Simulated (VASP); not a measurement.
Runs of VASP 6.6.1 on C. The structure is that of space group P-3m1 (No. 164), or close to it. The cells are those of the table. 

```tsv
task	cell	k mesh	smearing	gap on the mesh (eV)	pressure (GPa)	relaxed volume (Å³/atom)	largest force (eV/Å)
single point	a = 2.520, b = 2.520, c = 10.366 Å, angles 90.0, 90.0, 120.0°, 10 atoms	6 × 6 × 2	gaussian 0.1 eV	4.36	0.0	-	0.01
single point	a = 2.520, b = 2.520, c = 10.367 Å, angles 90.0, 90.0, 120.0°, 10 atoms	12 × 12 × 4	gaussian 0.02 eV	4.36	0.0	-	0.01
relaxation of cell and atoms	relaxed from a = 2.481, b = 2.481, c = 10.146 Å, angles 90.0, 90.0, 120.0°, 10 atoms	6 × 6 × 2	gaussian 0.1 eV	4.36	0.0	5.70	0.02
single point	a = 2.481, b = 2.481, c = 10.146 Å, angles 90.0, 90.0, 120.0°, 10 atoms	6 × 6 × 2	gaussian 0.1 eV	4.48	25.5	-	(a)
relaxation of cell and atoms	relaxed from a = 2.520, b = 2.520, c = 10.366 Å, angles 90.0, 90.0, 120.0°, 10 atoms	12 × 12 × 4	gaussian 0.02 eV	4.36	0.0	5.70	0.01
```

Alike in all rows: level PBE; potentials or basis VASP PAW PBE potentials, release 64 (C); no spin polarisation; cutoff (eV) 600.

Question: Estimate the missing entries.

Answer: (a) 0.35.

Caveats: some runs use coarse meshes.

A k mesh can miss the band edges.
